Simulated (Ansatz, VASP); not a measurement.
Na2C3 in VASP and in Ansatz

```
CELL_PARAMETERS angstrom
1.62679 0.93923 8.35353
-1.62679 0.93923 8.35353
0.00000 -1.87845 8.35353
ATOMIC_POSITIONS crystal
Na 0.93595 0.93595 0.93595
Na 0.06405 0.06405 0.06405
C 0.00000 0.00000 0.50000
C 0.50000 0.00000 0.00000
C 0.00000 0.50000 0.00000
```

Alike in both runs: functional PBE; k mesh 12 × 12 × 12; occupations gaussian, width 0.1 eV; no spin polarisation.

Ansatz relaxed the structure, and its values are those at the end. VASP's run is a single point on that final structure, the one shown.

|  | VASP | Ansatz |
| --- | --- | --- |
| version | VASP 6.6.1 | Ansatz 0.2.0 |
| potentials or method | VASP PAW PBE potentials, release 64 (Na_pv, C), cutoff 520 eV | scalar-relativistic, plane waves, PAW |
| valence electrons in the cell | 26 | 30 |

|  | VASP | Ansatz | Ansatz less VASP |
| --- | --- | --- | --- |
| gap on the k mesh at the Fermi level (eV) | none | none | - |
| pressure (GPa) | 0.0 | 0.0 | -0.02 |

A gap of «none» marks a metal or a gap that the smearing closes. VASP's potentials hold 26 valence electrons a cell and Ansatz's 30, so a difference there can come from the potentials and not from the codes.
